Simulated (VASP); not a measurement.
# SiF (R-3m) in VASP: relaxation of cell and atoms with PBE

Aim: the relaxation of cell and atoms of SiF with PBE.

All numbers are computed with VASP 6.6.1; they aren't measurements. Logs are shortened: lines on timing, memory, paths and dates and some standing lists are left out, and cuts for length are marked.

### 1 The cell of the first run

It takes space group R-3m (No. 166, trigonal). Conventional cell: a = 3.133 Å, b = 3.133 Å, c = 7.742 Å, α = 90.00°, β = 90.00°, γ = 120.00°. Si (site symmetry -3m) has 6 F at 2.22 Å within 2.9 Å. F (site symmetry -3m) has 6 Si at 2.22 Å within 2.9 Å.

### 2 Relaxation of cell and atoms, PBE

File INCAR:

```
PREC     = Accurate       # precision mode
ENCUT    = 1350           # plane-wave cutoff, eV
EDIFF    = 1E-7           # SCF threshold, eV
ISMEAR   = 0              # smearing method
SIGMA    = 0.1            # smearing width, eV
LREAL    = False          # projectors in reciprocal space
LASPH    = True           # aspherical terms in the spheres
NELM     = 120            # most SCF steps
ALGO     = Normal         # electronic algorithm
ISIF     = 3              # what is computed and relaxed
LWAVE    = False          # write WAVECAR
LCHARG   = False          # write CHGCAR
GGA      = PE             # functional
IBRION   = 2              # ionic algorithm
NSW      = 90             # ionic steps
EDIFFG   = -0.04          # ionic threshold
GGA_COMPAT= False        
NELMIN   = 4
```

File KPOINTS:

```
Automatic mesh
0
Gamma
  6 6 6
```

File POSCAR:

```
SiF
1.0
    1.5663429000      0.9043284900      2.5806903100
   -1.5663429000      0.9043284900      2.5806903100
    0.0000000000     -1.8086569800      2.5806903100
Si F
1 1
Direct
    0.5000000000      0.5000000000      0.5000000000
    0.0000000000      0.0000000000      0.0000000000
```

Potentials or basis: VASP PAW PBE potentials, release 64 (Si, F_h).

Launch:

```console
> cat potpaw_PBE.64/Si/POTCAR potpaw_PBE.64/F_h/POTCAR > POTCAR
> mpirun -np 1 vasp_std > vasp.out
```

OUTCAR:

```text
PREC = Accurate
   ENCUT = 1350
   EDIFF = 1E-7
   ISMEAR = 0
   LREAL = False
   LASPH = True
   NELM = 120
   ISIF = 3
   GGA = PE
   IBRION = 2
   NSW = 90
   EDIFFG = -0.04
   NELMIN = 4

 ion  position               nearest neighbor table
   1  0.500  0.500  0.500-   2 2.22   2 2.22   2 2.22   2 2.22   2 2.22   2 2.22
   2  0.000  0.000  0.000-   1 2.22   1 2.22   1 2.22   1 2.22   1 2.22   1 2.22

  LATTYP: Found a trigonal (rhomboedric) cell.
 ALAT       =     3.1513810583
 COS(alpha) =     0.5059148050

  Lattice vectors:

 A1 = (   1.5663429000,   0.9043284900,   2.5806903100)
 A2 = (  -1.5663429000,   0.9043284900,   2.5806903100)
 A3 = (   0.0000000000,  -1.8086569800,   2.5806903100)

Analysis of symmetry for initial positions (statically):
=====================================================================
 Subroutine PRICEL returns:
 Original cell was already a primitive cell.

 Routine SETGRP: Setting up the symmetry group for a
 trigonal (rhombohedral) supercell.

 Subroutine GETGRP returns: Found 12 space group operations
 (whereof 12 operations were pure point group operations)
 out of a pool of 12 trial point group operations.

The static configuration has the point symmetry D_3d.

Analysis of symmetry for dynamics (positions and initial velocities):
=====================================================================
 Subroutine PRICEL returns:
 Original cell was already a primitive cell.

 Routine SETGRP: Setting up the symmetry group for a
 trigonal (rhombohedral) supercell.

 Subroutine GETGRP returns: Found 12 space group operations
 (whereof 12 operations were pure point group operations)
 out of a pool of 12 trial point group operations.

The dynamic configuration has the point symmetry D_3d.

 Subroutine INISYM returns: Found 12 space group operations
 (whereof 12 operations are pure point group operations),
 and found     1 'primitive' translations

----------------------------------------------------------------------------------------

                                     Primitive cell

  volume of cell :      21.9331

  direct lattice vectors                    reciprocal lattice vectors
     1.566342900  0.904328490  2.580690310     0.319214905  0.184298812  0.129164407
    -1.566342900  0.904328490  2.580690310    -0.319214905  0.184298812  0.129164407
     0.000000000 -1.808656980  2.580690310     0.000000000 -0.368597625  0.129164407

  length of vectors
[... 70 lines left out ...]
   NGX,Y,Z   is equivalent  to a cutoff of  21.10, 21.10, 21.10 a.u.
   NGXF,Y,Z  is equivalent  to a cutoff of  42.20, 42.20, 42.20 a.u.
 SYSTEM =  unknown system
   PREC   = accura    normal or accurate (medium, high low for compatibility)
   ISTART =      0    job   : 0-new  1-cont  2-samecut
   ICHARG =      2    charge: 1-file 2-atom 10-const
   ISPIN  =      1    spin polarized calculation?
   LNONCOLLINEAR =      F non collinear calculations
   LSORBIT =      F    spin-orbit coupling
   LASPH  =      T    aspherical Exc in radial PAW
   ENCUT  = 1350.0 eV  99.22 Ry    9.96 a.u.   9.44  9.44  9.44*2*pi/ulx,y,z
   NELM   =    120;   NELMIN=  4; NELMDL= -5     # of ELM steps
   EDIFF  = 0.1E-06   stopping-criterion for ELM
   LREAL  =      F    real-space projection
   EDIFFG = -.4E-01   stopping-criterion for IOM
   NSW    =     90    number of steps for IOM
   IBRION =      2    ionic relax: 0-MD 1-quasi-New 2-CG
   NFREE  =      1    steps in history (QN), initial steepest desc. (CG)
   ISIF   =      3    stress and relaxation
   ISYM   =      2    0-nonsym 1-usesym 2-fastsym
   POTIM  = 0.5000    time-step for ionic-motion
   TEBEG  =    0.0;   TEEND  =   0.0 temperature during run
   PSTRESS=    0.0 pullay stress
   NELECT =      11.0000    total number of electrons
   NUPDOWN=      -1.0000    fix difference up-down
   EMIN   =  10.00;   EMAX   =-10.00  energy-range for DOS
   EFERMI =   0.00;   METHOD = LEGACY
   ISMEAR =     0;   SIGMA  =   0.10  broadening in eV -4-tet -1-fermi 0-gaus
   EFERMI_NEDOS =   21; number of points for ismear=-14 and -15
   IALGO  =     38    algorithm
   IMIX   =      4    mixing-type and parameters
     AMIX     =   0.40;   BMIX     =  1.00
     AMIX_MAG =   1.60;   BMIX_MAG =  1.00
  volume/ion in A,a.u.               =      10.97        74.01
  Fermi-wavevector in a.u.,A,eV,Ry     =   1.300686  2.457939 23.018105  1.691783
  Thomas-Fermi vector in A             =   2.431868
   LORBIT       =      0    0 simple, 1 ext, 2 COOP (PROOUT), +10 PAW based schemes
   GGA     = PE    functional components
   LHFCALC =     F    Hartree Fock is set to
   AEXX    =    0.0000 exact exchange contribution
   IVDW    =     0    specifies the selected vdW correction
   LEPSILON=     F    determine dielectric tensor
   LRPA    =     F    only Hartree local field effects (RPA)
 conjugate gradient relaxation of ions
 non-spin polarized calculation
 Gauss-broadening in eV      SIGMA  =   0.10
  energy-cutoff  :     1350.00
  volume of cell :       21.93
 maximum number of plane-waves:      2499
 NGX is ok and might be reduce to    40
   NGX = 19   NGY = 19   NGZ = 19

--------------------------------------- Ionic step        1  -------------------------------------------

 number of electron      11.0000001 magnetization

 Free energy of the ion-electron system (eV)
  ---------------------------------------------------
  ext. energy  EPLUGINS =         0.00000000
  ---------------------------------------------------
  free energy    TOTEN  =        -6.53124068 eV

  energy without entropy =       -6.52736940  energy(sigma->0) =       -6.52930504

 E-fermi :  10.2578     XC(G=0): -11.3497

 val. band max:       10.2193648722   @ k =   0.5000   0.3333   0.1667
 cond. band min:      10.3716418864   @ k =   0.3333   0.3333   0.3333
 fundamental gap:      0.1522770141
 Fermi energy:        10.2577740294
[... 975 lines left out ...]
 k-point    24 :      -0.3333    0.5000    0.1667
  band No.  band energies     occupation
      1     -17.6872      2.00000
      2      -1.8909      2.00000
      3      -0.6974      2.00000
      4       0.4364      2.00000
      5       1.7468      2.00000
      6       4.6471      1.99525
      7       7.1224      0.00000
      8       8.7911      0.00000
      9      13.6468      0.00000

 [... further k-points ...]

[... ionic steps 4 to 27 ...]

--------------------------------------- Ionic step       28  -------------------------------------------

 number of electron      10.9999999 magnetization

------------------------ aborting loop because EDIFF is reached ----------------------------------------
[... 67 lines left out ...]
--------------------------------------- Ionic step       30  -------------------------------------------

 number of electron      11.0000000 magnetization

 Free energy of the ion-electron system (eV)
  ---------------------------------------------------
  ext. energy  EPLUGINS =         0.00000000
  ---------------------------------------------------
  free energy    TOTEN  =        -8.74142034 eV

  energy without entropy =       -8.73958203  energy(sigma->0) =       -8.74050118

 E-fermi :   6.7714     XC(G=0): -10.9051

 val. band max:        6.6804287898   @ k =   0.5000   0.5000   0.5000
 cond. band min:       6.9092958841   @ k =  -0.1667   0.5000   0.1667
 fundamental gap:      0.2288670943
 Fermi energy:         6.7714489730
[... 317 lines left out ...]
  FREE ENERGIE OF THE ION-ELECTRON SYSTEM (eV)
  ---------------------------------------------------
  free  energy   TOTEN  =        -8.7414203381 eV

  energy  without entropy=       -8.7395820275  energy(sigma->0) =       -8.74050118

 reached required accuracy - stopping structural energy minimisation
```

Run time: 7.2 min. Hardware: 1 thread of Intel Xeon Platinum 8259CL at 2.50GHz (Skylake/Cascade Lake), shared host; peak memory 0.27 GiB.

What came out:

```
Free energy                           : -8.7414 eV
Relaxed volume                        : 11.85 Å³/atom
Relaxed cell                          : a = 4.116 Å, b = 4.116 Å, c = 4.116 Å, α = 37.98°, β = 37.98°, γ = 37.98°
Space group after relaxing (to 0.1 Å) : R-3m (No. 166)
Energy gained by relaxing             : 1105.1 meV/atom
Ionic steps                           : 30
Pressure after relaxing               : 0.0 GPa
Band gap on the k mesh                : zero (an odd number of electrons rules out a gap without spin polarisation)
```

Step by step:
```
step  energy change (eV)  largest force (eV/Å)  pressure (GPa)  volume (Å³)
   1              0.0000                0.0000           54.32        21.93
   2             -1.1068                0.0000           -6.27        35.98
   3             -1.1971                0.0000            0.86        31.36
   4             -1.1982                0.0000           -0.18        31.85
   5             -1.1981                0.0000            0.28        31.63
   6             -1.2006                0.0000            0.26        31.63
   7             -1.2128                0.0000            0.15        31.61
   8             -1.2527                0.0000           -0.22        31.55
   9             -1.4011                0.0000           -1.68        31.29
  10             -1.7822                0.0000           -7.78        30.23
  11             -1.3164                0.0000          -21.96        26.38
  12             -1.8992                0.0000          -10.74        29.70
  13             -1.9500                0.0000          -13.08        29.24
  14             -1.9437                0.0000          -12.66        29.33
  15             -1.9439                0.0000          -12.70        29.33
  16             -1.9443                0.0000          -12.81        29.32
  17             -1.9450                0.0000          -13.03        29.31
  18             -1.9455                0.0000          -13.46        29.28
  19             -1.9465                0.0000          -13.45        29.27
  20             -1.9493                0.0000          -13.41        29.23
  21             -1.9549                0.0000          -13.35        29.16
  22             -1.9660                0.0000          -13.22        29.02
  23             -1.9876                0.0000          -12.93        28.73
  24             -2.0281                0.0000          -12.30        28.15
  25             -2.0969                0.0000          -10.78        27.02
  26             -2.1722                0.0000           -6.46        24.82
  27             -2.1751                0.0000           -5.15        24.28
  28             -2.1954                0.0000           -3.38        24.08
  29             -2.2098                0.0000           -0.52        23.76
  30             -2.2102                0.0000            0.03        23.70
```

Final structure:
```xyz
2
Lattice="1.3393 0.7733 3.8145 -1.3393 0.7733 3.8145 0.0000 -1.5465 3.8145" Properties=species:S:1:pos:R:3 pbc="T T T"
Si    0.0000    0.0000    5.7217
F     0.0000    0.0000    0.0000
```

Caveat: the k points lie up to 0.46 Å⁻¹ apart in the final cell, too coarse for converged energies and pressures of a metal; a cell axis changed by over 15 % at a fixed basis, so the end point is rough; an odd number of electrons without spin polarisation forces a metal; a magnetic or distorted state may lie lower.

The gap in the log of VASP goes by the Fermi energy; the results here count the filled bands.